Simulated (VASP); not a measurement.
A run of VASP 6.6.1 is set up as follows.

File INCAR:

```
SYSTEM = SnSe
PREC = Accurate
ENCUT = 520
EDIFF = 1E-6
ISMEAR = 0
SIGMA = 0.05
LREAL = .False.
LASPH = .True.
NELM = 80
ALGO = Normal
ISIF = 2
LWAVE = .False.
LCHARG = .True.
GGA = PS
LELF = .True.
LVHAR = .True.
NBANDS = 17
```

The input KPOINTS:

```
Automatic mesh
0
Gamma
  8 8 8
  0 0 0
```

POSCAR

```
SnSe
1.0
    0.0000000000      2.9727546651      2.9727546651
    2.8984357985      0.0000000000      2.9727546651
    2.8984357985      2.9727546651      0.0000000000
Sn Se
1 1
Direct
    0.0000000000      0.0000000000      0.0000000000
    0.5000000000      0.5000000000      0.5000000000
```

Potentials or basis: VASP PAW PBE potentials, release 64 (Sn_d, Se).

Command:

```sh
$ cat potpaw_PBE.64/Sn_d/POTCAR potpaw_PBE.64/Se/POTCAR > POTCAR
$ mpirun -np 1 vasp_std > vasp.out
```

Estimate the pressure.

1.6 GPa.

What does it give for the band gap on the k mesh?

0.72 eV, indirect (least direct gap 0.84 eV).

Stress tensor (GPa, compression positive):
```
4.28 0.00 0.00
0.00 0.30 0.00
0.00 0.00 0.30
```

Caveat: the cell differs from its parent crystal (strain -0.0250 x Voigt [1, 0, 0, 0, 0, 0]); the PAW data sets were made with another functional, which shifts forces and pressure a little; spin-orbit coupling is left out, which moves the levels of the heavy elements. A k mesh can miss the band edges.
